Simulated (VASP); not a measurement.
# CdF2 (Fm-3m) in VASP: notebook

CdF2 is run at these levels: PBE+D3(BJ); tasks: single point, relaxation of cell and atoms.

Program: VASP 6.6.1. These are calculated values, not measurements. Logs are shortened: lines on timing, memory, paths and dates and some standing lists are left out, and cuts for length are marked.

**1. The cell of the first run**

It takes space group Fm-3m (No. 225, cubic). The conventional cell has a = 5.498 Å, b = 5.498 Å, c = 5.498 Å, α = 90.00°, β = 90.00°, γ = 90.00°. Within 3.1 Å of Cd (site symmetry m-3m) lie 8 F at 2.38 Å. F (site symmetry -43m) has 4 Cd at 2.38 Å and 6 F at 2.75 Å within 3.1 Å.

**2. Single point, PBE+D3(BJ) (volume scaled by 1.03)**

INCAR reads:

```
SYSTEM = CdF2
PREC = Accurate
ENCUT = 520
EDIFF = 1E-7
ISMEAR = 0
SIGMA = 0.02
LREAL = .FALSE.
LASPH = .TRUE.
NELM = 60
ALGO = Normal
ISIF = 2
LWAVE = .FALSE.
LCHARG = .TRUE.
GGA = PE
IVDW = 12
LELF = .TRUE.
LVHAR = .TRUE.
NBANDS = 20
```

KPOINTS reads:

```
regular mesh
0
G
  8 8 8
  0 0 0
```

POSCAR reads:

```
CdF2
1.0
    0.0000000000      2.7491955055      2.7491955055
    2.7491955055      0.0000000000      2.7491955055
    2.7491955055      2.7491955055      0.0000000000
Cd F
1 2
Direct
    0.0000000000      0.0000000000      0.0000000000
    0.2500000000      0.2500000000      0.2500000000
    0.7500000000      0.7500000000      0.7500000000
```

Potentials or basis: VASP PAW PBE potentials, release 64 (Cd, F).

Command:

```sh
> cat potpaw_PBE.64/Cd/POTCAR potpaw_PBE.64/F/POTCAR > POTCAR
> mpirun -np 1 vasp_std > vasp.out
```

OUTCAR:

```text
SYSTEM = CdF2
   PREC = Accurate
   ENCUT = 520
   EDIFF = 1E-7
   ISMEAR = 0
   LREAL = .FALSE.
   LASPH = .TRUE.
   NELM = 60
   ISIF = 2
   GGA = PE
   IVDW = 12
 IVDW          = 12

 ion  position               nearest neighbor table
   1  0.000  0.000  0.000-   2 2.38   3 2.38   3 2.38   3 2.38   3 2.38   2 2.38   2 2.38   2 2.38

   2  0.250  0.250  0.250-   1 2.38   1 2.38   1 2.38   1 2.38
   3  0.750  0.750  0.750-   1 2.38   1 2.38   1 2.38   1 2.38

  LATTYP: Found a face centered cubic cell.
 ALAT       =     5.4983910110

  Lattice vectors:

 A1 = (   0.0000000000,   2.7491955055,   2.7491955055)
 A2 = (   2.7491955055,   0.0000000000,   2.7491955055)
 A3 = (   2.7491955055,   2.7491955055,   0.0000000000)

Analysis of symmetry for initial positions (statically):
=====================================================================
 Subroutine PRICEL returns:
 Original cell was already a primitive cell.

 Routine SETGRP: Setting up the symmetry group for a
 face centered cubic supercell.

 Subroutine GETGRP returns: Found 48 space group operations
 (whereof 48 operations were pure point group operations)
 out of a pool of 48 trial point group operations.

The static configuration has the point symmetry O_h .

Analysis of symmetry for dynamics (positions and initial velocities):
=====================================================================
 Subroutine PRICEL returns:
 Original cell was already a primitive cell.

 Routine SETGRP: Setting up the symmetry group for a
 face centered cubic supercell.

 Subroutine GETGRP returns: Found 48 space group operations
 (whereof 48 operations were pure point group operations)
 out of a pool of 48 trial point group operations.

The dynamic configuration has the point symmetry O_h .

 Subroutine INISYM returns: Found 48 space group operations
 (whereof 48 operations are pure point group operations),
 and found     1 'primitive' translations

----------------------------------------------------------------------------------------

                                     Primitive cell

  volume of cell :      41.5573

  direct lattice vectors                    reciprocal lattice vectors
     0.000000000  2.749195505  2.749195505    -0.181871387  0.181871387  0.181871387
     2.749195505  0.000000000  2.749195505     0.181871387 -0.181871387  0.181871387
     2.749195505  2.749195505  0.000000000     0.181871387  0.181871387 -0.181871387

  length of vectors
     3.887949569  3.887949569  3.887949569     0.315010483  0.315010483  0.315010483

  position of ions in fractional coordinates (direct lattice)
     0.000000000  0.000000000  0.000000000
     0.250000000  0.250000000  0.250000000
     0.750000000  0.750000000  0.750000000

  ion indices of the primitive-cell ions
   primitive index   ion index
                 1           1
                 2           2
                 3           3

----------------------------------------------------------------------------------------

 KPOINTS: regular mesh

Automatic generation of k-mesh.
 Grid dimensions read from file:
 generate k-points for:    8    8    8

 Generating k-lattice:

  Cartesian coordinates                     Fractional coordinates (reciprocal lattice)
    -0.022733923  0.022733923  0.022733923     0.125000000  0.000000000  0.000000000
     0.022733923 -0.022733923  0.022733923     0.000000000  0.125000000  0.000000000
     0.022733923  0.022733923 -0.022733923     0.000000000  0.000000000  0.125000000

  Length of vectors
     0.039376310  0.039376310  0.039376310

  Shift w.r.t. Gamma in fractional coordinates (k-lattice)
     0.000000000  0.000000000  0.000000000

 Subroutine IBZKPT returns following result:
 ===========================================

 Found     29 irreducible k-points:

 Following reciprocal coordinates:
            Coordinates               Weight
  0.000000  0.000000  0.000000      1.000000
  0.125000  0.000000  0.000000      8.000000
  0.250000  0.000000  0.000000      8.000000
  0.375000  0.000000  0.000000      8.000000
  0.500000  0.000000  0.000000      4.000000
  0.125000  0.125000  0.000000      6.000000
[... 16 lines left out ...]
  0.500000  0.250000  0.125000     48.000000
 -0.375000  0.250000  0.125000     24.000000
 [... further k-points ...]
   k-points           NKPTS =     29   k-points in BZ     NKDIM =     29   number of bands    NBANDS=     20
   number of dos      NEDOS =    301   number of ions     NIONS =      3
   total plane-waves  NPLWV =  27000
   dimension x,y,z NGX =    30 NGY =   30 NGZ =   30
   dimension x,y,z NGXF=    60 NGYF=   60 NGZF=   60
   ions per type =               1   2
   NGX,Y,Z   is equivalent  to a cutoff of  12.83, 12.83, 12.83 a.u.
   NGXF,Y,Z  is equivalent  to a cutoff of  25.66, 25.66, 25.66 a.u.
 SYSTEM =  CdF2
   PREC   = accura    normal or accurate (medium, high low for compatibility)
   ISTART =      0    job   : 0-new  1-cont  2-samecut
[... 24 lines left out ...]
   IALGO  =     38    algorithm
   IMIX   =      4    mixing-type and parameters
     AMIX     =   0.40;   BMIX     =  1.00
     AMIX_MAG =   1.60;   BMIX_MAG =  1.00
  volume/ion in A,a.u.               =      13.85        93.48
  Fermi-wavevector in a.u.,A,eV,Ry     =   1.400179  2.645955 26.674251  1.960502
  Thomas-Fermi vector in A             =   2.523165
   LORBIT       =      0    0 simple, 1 ext, 2 COOP (PROOUT), +10 PAW based schemes
   GGA     = PE    functional components
   LHFCALC =     F    Hartree Fock is set to
   AEXX    =    0.0000 exact exchange contribution
   IVDW    =    12    specifies the selected vdW correction
   LEPSILON=     F    determine dielectric tensor
   LRPA    =     F    only Hartree local field effects (RPA)
 non-spin polarized calculation
 Gauss-broadening in eV      SIGMA  =   0.02
  energy-cutoff  :      520.00
  volume of cell :       41.56
 maximum number of plane-waves:      1139
 NGX is ok and might be reduce to    30
   NGX = 15   NGY = 15   NGZ = 15

 number of electron      25.9999999 magnetization

 Free energy of the ion-electron system (eV)
  ---------------------------------------------------
  ext. energy  EPLUGINS =         0.00000000
  ---------------------------------------------------
  free energy    TOTEN  =       -10.90612694 eV

  energy without entropy =      -10.90612694  energy(sigma->0) =      -10.90612694

 E-fermi :  -1.5647     XC(G=0): -10.0852

 val. band max:       -1.7480531064   @ k =  -0.2500   0.5000   0.2500
 cond. band min:       1.1049898763   @ k =   0.0000   0.0000   0.0000
 fundamental gap:      2.8530429827
 Fermi energy:        -1.5646924851

 k-point     1 :       0.0000    0.0000    0.0000
  band No.  band energies     occupation
      1     -22.2364      2.00000
      2     -21.2893      2.00000
      3      -7.2093      2.00000
      4      -7.2093      2.00000
      5      -7.2093      2.00000
      6      -6.2499      2.00000
[... 12 lines left out ...]
     19      17.7077      0.00000
     20      17.7077      0.00000

 k-point     2 :       0.1250    0.0000    0.0000
  band No.  band energies     occupation
      1     -22.1931      2.00000
      2     -21.3272      2.00000
      3      -7.1596      2.00000
      4      -7.1596      2.00000
      5      -7.0690      2.00000
      6      -6.2625      2.00000
[... 12 lines left out ...]
     19      17.2945      0.00000
     20      17.2945      0.00000

 k-point     3 :       0.2500    0.0000    0.0000
  band No.  band energies     occupation
      1     -22.0776      2.00000
      2     -21.4284      2.00000
      3      -7.0468      2.00000
      4      -7.0468      2.00000
      5      -6.6974      2.00000
      6      -6.2707      2.00000
[... 12 lines left out ...]
     19      16.6266      0.00000
     20      17.1893      0.00000

 k-point     4 :       0.3750    0.0000    0.0000
  band No.  band energies     occupation
      1     -21.9186      2.00000
      2     -21.5717      2.00000
      3      -6.9573      2.00000
      4      -6.9573      2.00000
      5      -6.2523      2.00000
      6      -6.2286      2.00000
[... 429 lines left out ...]
 k-point    23 :       0.5000    0.2500    0.1250
  band No.  band energies     occupation
      1     -21.8693      2.00000
      2     -21.6035      2.00000
      3      -6.8380      2.00000
      4      -6.7748      2.00000
      5      -6.4064      2.00000
      6      -6.2308      2.00000
[... 12 lines left out ...]
     19      16.7280      0.00000
     20      19.5371      0.00000

 k-point    24 :      -0.3750    0.2500    0.1250
  band No.  band energies     occupation
      1     -21.7473      2.00000
      2     -21.7179      2.00000
      3      -6.8132      2.00000
      4      -6.7434      2.00000
      5      -6.2718      2.00000
      6      -6.2637      2.00000
[... 12 lines left out ...]
     19      16.5247      0.00000
     20      19.9975      0.00000

 [... further k-points ...]

------------------------ aborting loop because EDIFF is reached ----------------------------------------

 Edisp (eV)   -0.47226

 E8    (eV) :    -0.1788

  FORCE on cell =-STRESS in cart. coord.  units (eV):
  Direction    XX          YY          ZZ          XY          YZ          ZX
  --------------------------------------------------------------------------------------
  -------------------------------------------------------------------------------------
  Total      -0.57169    -0.57169    -0.57169     0.00000     0.00000     0.00000
  in kB     -22.04048   -22.04048   -22.04048     0.00000     0.00000     0.00000
  external pressure =      -22.04 kB  Pullay stress =        0.00 kB

 VOLUME and BASIS-vectors are now :
 -----------------------------------------------------------------------------
  energy-cutoff  :      520.00
  volume of cell :       41.56
      direct lattice vectors                 reciprocal lattice vectors
     0.000000000  2.749195505  2.749195505    -0.181871387  0.181871387  0.181871387
     2.749195505  0.000000000  2.749195505     0.181871387 -0.181871387  0.181871387
     2.749195505  2.749195505  0.000000000     0.181871387  0.181871387 -0.181871387

 POSITION                                       TOTAL-FORCE (eV/Angst)
 -----------------------------------------------------------------------------------
      0.00000      0.00000      0.00000         0.000000     -0.000000      0.000000
      1.37460      1.37460      1.37460        -0.000000     -0.000000     -0.000000
      4.12379      4.12379      4.12379         0.000000      0.000000      0.000000
 -----------------------------------------------------------------------------------
    total drift:                                0.000000     -0.000000      0.000000

  FREE ENERGIE OF THE ION-ELECTRON SYSTEM (eV)
  ---------------------------------------------------
  free  energy   TOTEN  =       -11.3783898718 eV

  energy  without entropy=      -11.3783898718  energy(sigma->0) =      -11.37838987
```

Run time: 17 s. Hardware: 1 thread of Intel Xeon Platinum 8559C (Emerald Rapids), shared host; peak memory 0.17 GiB.

What came out:

```
Free energy                : -11.3784 eV
Pressure                   : -2.2 GPa
Band gap on the k mesh     : 2.85 eV, indirect (least direct gap 3.42 eV)
Dispersion energy per atom : -0.157 eV
```

Levels at points of the mesh, in eV from the valence-band top:
```tsv
k point	band 10	band 11	band 12	band 13	band 14	band 15	band 16	band 17
(0.00, 0.00, 0.00)	-0.83	-0.57	-0.57	-0.57	2.85	12.40	12.40	12.40
(0.50, 0.00, 0.00)	-1.62	-1.62	-0.43	-0.43	6.72	8.95	13.97	13.97
(0.50, 0.50, 0.00)	-2.65	-0.39	-0.08	-0.08	7.51	9.32	11.79	13.74
```

Caveat: the cell differs from its parent crystal (volume scaled by 1.03).

**3. Single point, PBE+D3(BJ) (volume scaled by 1.06)**

INCAR reads:

```
SYSTEM = CdF2
PREC = Accurate ; ENCUT = 520
EDIFF = 1E-7 ; ISMEAR = 0
SIGMA = 0.02 ; LREAL = .FALSE.
LASPH = .TRUE. ; NELM = 80
ALGO = Normal ; ISIF = 2
LWAVE = .FALSE. ; LCHARG = .FALSE.
GGA = PE ; IVDW = 12
NBANDS = 20
```

KPOINTS reads:

```
Automatic mesh
0
G
  8 8 8
  0 0 0
```

POSCAR reads:

```
CdF2
1.0
    0.0000000000      2.7756316994      2.7756316994
    2.7756316994      0.0000000000      2.7756316994
    2.7756316994      2.7756316994      0.0000000000
Cd F
1 2
Direct
    0.0000000000      0.0000000000      0.0000000000
    0.2500000000      0.2500000000      0.2500000000
    0.7500000000      0.7500000000      0.7500000000
```

Potentials or basis: VASP PAW PBE potentials, release 64 (Cd, F).

Command:

```sh
> cat potpaw_PBE.64/Cd/POTCAR potpaw_PBE.64/F/POTCAR > POTCAR
> mpirun -np 1 vasp_std > vasp.out
```

Wall time 16 s (1 thread of Intel Xeon Platinum 8559C (Emerald Rapids), shared host); peak memory 0.18 GiB.

Results (log left out):

- Free energy: -11.3549 eV
- Pressure: -4.6 GPa
- Band gap on the k mesh: 2.75 eV, indirect (least direct gap 3.35 eV)
- Dispersion energy per atom: -0.153 eV

Levels at points of the mesh, in eV from the valence-band top:
```tsv
k point	band 11	band 12	band 13	band 14	band 15	band 16
(0.00, 0.00, 0.00)	-0.59	-0.59	-0.59	2.75	12.26	12.26
(0.50, 0.00, 0.00)	-1.53	-0.44	-0.44	6.50	8.84	13.72
(0.50, 0.50, 0.00)	-0.35	-0.08	-0.08	7.27	9.17	11.72
```

Caveat: the cell differs from its parent crystal (volume scaled by 1.06). A k mesh can miss the band edges.

**4. Single point, PBE+D3(BJ) (volume scaled by 1.10)**

INCAR reads:

```
  ALGO = Normal
  EDIFF = 1E-7
  ENCUT = 520
  GGA = PE
  ISIF = 2
  ISMEAR = 0
  IVDW = 12
  LASPH = True
  LCHARG = False
  LREAL = False
  LWAVE = False
  NBANDS = 20
  NELM = 80
  PREC = Accurate
  SIGMA = 0.02
```

KPOINTS reads:

```
k-points
0
Gamma
  8 8 8
```

POSCAR reads:

```
CdF2
1.0
    0.0000000000      2.8101151222      2.8101151222
    2.8101151222      0.0000000000      2.8101151222
    2.8101151222      2.8101151222      0.0000000000
Cd F
1 2
Direct
    0.0000000000      0.0000000000      0.0000000000
    0.2500000000      0.2500000000      0.2500000000
    0.7500000000      0.7500000000      0.7500000000
```

Command:

```sh
> cat potpaw_PBE.64/Cd/POTCAR potpaw_PBE.64/F/POTCAR > POTCAR
> mpirun -np 1 vasp_std > vasp.out
```

Wall time 17 s (1 thread of Intel Xeon Platinum 8559C (Emerald Rapids), shared host); peak memory 0.18 GiB.

The run converged. Its results:

```yaml
Free_energy: -11.2982 eV
Pressure: -7.2 GPa
Band_gap_on_the_k_mesh: 2.62 eV, indirect (least direct gap 3.25 eV)
Dispersion_energy_per_atom: -0.147 eV
```

Levels at points of the mesh, in eV from the valence-band top:
| k point | band 11 | band 12 | band 13 | band 14 | band 15 | band 16 |
| --- | --- | --- | --- | --- | --- | --- |
| (0.00, 0.00, 0.00) | -0.62 | -0.62 | -0.62 | 2.62 | 12.06 | 12.06 |
| (0.50, 0.00, 0.00) | -1.42 | -0.45 | -0.45 | 6.23 | 8.71 | 13.40 |
| (0.50, 0.50, 0.00) | -0.30 | -0.07 | -0.07 | 6.98 | 8.97 | 11.63 |

Caveat: the cell differs from its parent crystal (volume scaled by 1.10). A k mesh can miss the band edges.

**5. Single point, PBE+D3(BJ)**

This run uses another cell than the first one, of 13.45 Å³/atom, 0.971 times its volume.

INCAR reads:

```
SYSTEM = CdF2
ALGO = Normal
EDIFF = 1E-6
ENCUT = 520
GGA = PE
ISIF = 2
ISMEAR = 0
IVDW = 12
LASPH = .True.
LCHARG = .False.
LREAL = .False.
LWAVE = .False.
NBANDS = 20
NELM = 100
PREC = Accurate
SIGMA = 0.02
```

KPOINTS reads:

```
k-points
0
Gamma
  8 8 8
  0 0 0
```

POSCAR reads:

```
CdF2
1.0
    0.0000000000      2.7222408725      2.7222408725
    2.7222408725      0.0000000000      2.7222408725
    2.7222408725      2.7222408725      0.0000000000
Cd F
1 2
Direct
    0.0000000000      0.0000000000      0.0000000000
    0.2500000000      0.2500000000      0.2500000000
    0.7500000000      0.7500000000      0.7500000000
```

Command:

```sh
> cat potpaw_PBE.64/Cd/POTCAR potpaw_PBE.64/F/POTCAR > POTCAR
> mpirun -np 1 vasp_std > vasp.out
```

It took 15 s on 1 thread of Intel Xeon 6975P-C (Granite Rapids), shared host; peak memory 0.18 GiB.

It converged, with:

| Property | Result |
| --- | --- |
| Free energy | -11.3822 eV |
| Pressure | 0.7 GPa |
| Band gap on the k mesh | 2.96 eV, indirect (least direct gap 3.49 eV) |
| Dispersion energy per atom | -0.162 eV |

Levels at points of the mesh, in eV from the valence-band top:
| k point | band 11 | band 12 | band 13 | band 14 | band 15 | band 16 |
| --- | --- | --- | --- | --- | --- | --- |
| (0.00, 0.00, 0.00) | -0.54 | -0.54 | -0.54 | 2.96 | 12.55 | 12.55 |
| (0.50, 0.00, 0.00) | -1.72 | -0.42 | -0.42 | 6.94 | 9.05 | 14.22 |
| (0.50, 0.50, 0.00) | -0.44 | -0.09 | -0.09 | 7.75 | 9.48 | 11.86 |

A k mesh can miss the band edges.

**6. Relaxation of cell and atoms, PBE+D3(BJ)**

This run uses another cell than the first one, of 13.03 Å³/atom, 0.941 times its volume.

INCAR reads:

```
PREC = Accurate
ENCUT = 600
EDIFF = 1E-6
ISMEAR = 0
SIGMA = 0.02
LREAL = False
LASPH = True
NELM = 80
ALGO = Normal
ISIF = 3
LWAVE = False
LCHARG = False
GGA = PE
IVDW = 12
IBRION = 2
NSW = 100
EDIFFG = -0.005
```

KPOINTS reads:

```
Automatic mesh
0
Gamma
  8 8 8
```

POSCAR reads:

```
CdF2
1.0
    0.0000000000      2.6940000000      2.6940000000
    2.6940000000      0.0000000000      2.6940000000
    2.6940000000      2.6940000000      0.0000000000
Cd F
1 2
Direct
    0.0000000000      0.0000000000      0.0000000000
    0.2500000000      0.2500000000      0.2500000000
    0.7500000000      0.7500000000      0.7500000000
```

Potentials or basis: VASP PAW PBE potentials, release 64 (Cd, F).

Command:

```sh
> cat potpaw_PBE.64/Cd/POTCAR potpaw_PBE.64/F/POTCAR > POTCAR
> mpirun -np 1 vasp_std > vasp.out
```

Wall time 29 s (1 thread of Intel Xeon 6975P-C (Granite Rapids), shared host); peak memory 0.19 GiB.

The run converged. Its results:

```yaml
Free_energy: -11.3823 eV
Relaxed_volume: 13.52 Å³/atom
Relaxed_cell: a = 3.856 Å, b = 3.856 Å, c = 3.856 Å, α = 60.00°, β = 60.00°, γ = 60.00°
Space_group_after_relaxing_to_0.05_Å: Fm-3m (No. 225)
Energy_gained_by_relaxing: 5.7 meV/atom
Ionic_steps: 3
Pressure_after_relaxing: 0.0 GPa
Band_gap_on_the_k_mesh: 2.94 eV, indirect (least direct gap 3.48 eV)
Dispersion_energy_per_atom: -0.161 eV
```

Step by step:
```tsv
step	energy change (eV)	largest force (eV/Å)	pressure (GPa)	volume (Å³)
1	0.0000	0.0000	3.95	39.10
2	-0.0160	0.0000	-0.94	40.95
3	-0.0172	0.0000	0.01	40.55
```

Final structure:
```
Cd F
1.0
     0.00000    2.72680    2.72680
     2.72680    0.00000    2.72680
     2.72680    2.72680    0.00000
Cd F
1 2
Direct
  0.00000 0.00000 0.00000
  0.25000 0.25000 0.25000
  0.75000 0.75000 0.75000
```

Levels at points of the mesh, in eV from the valence-band top:
| k point | band 11 | band 12 | band 13 | band 14 | band 15 | band 16 |
| --- | --- | --- | --- | --- | --- | --- |
| (0.00, 0.00, 0.00) | -0.54 | -0.54 | -0.54 | 2.94 | 12.53 | 12.53 |
| (0.50, 0.00, 0.00) | -1.71 | -0.42 | -0.42 | 6.90 | 9.04 | 14.18 |
| (0.50, 0.50, 0.00) | -0.43 | -0.08 | -0.08 | 7.71 | 9.46 | 11.85 |

**7. The runs side by side**

| task | cell | cutoff (eV) | gap on the mesh (eV) | pressure (GPa) |
| --- | --- | --- | --- | --- |
| single point | a = 3.888 Å, angles 60.0°, 3 atoms | 520 | 2.85 | -2.2 |
| single point | a = 3.925 Å, angles 60.0°, 3 atoms | 520 | 2.75 | -4.6 |
| single point | a = 3.974 Å, angles 60.0°, 3 atoms | 520 | 2.62 | -7.2 |
| single point | a = 3.850 Å, angles 60.0°, 3 atoms | 520 | 2.96 | 0.7 |
| relaxation of cell and atoms | relaxed from a = 3.810 Å, angles 60.0°, 3 atoms | 600 | 2.94 | 0.0 |

Alike in all rows: level PBE+D3(BJ); potentials or basis VASP PAW PBE potentials, release 64 (Cd, F); no spin polarisation; k mesh 8 × 8 × 8; smearing gaussian 0.02 eV.

Total energies depend on the potentials used, so only differences within one code and one set of settings carry meaning.
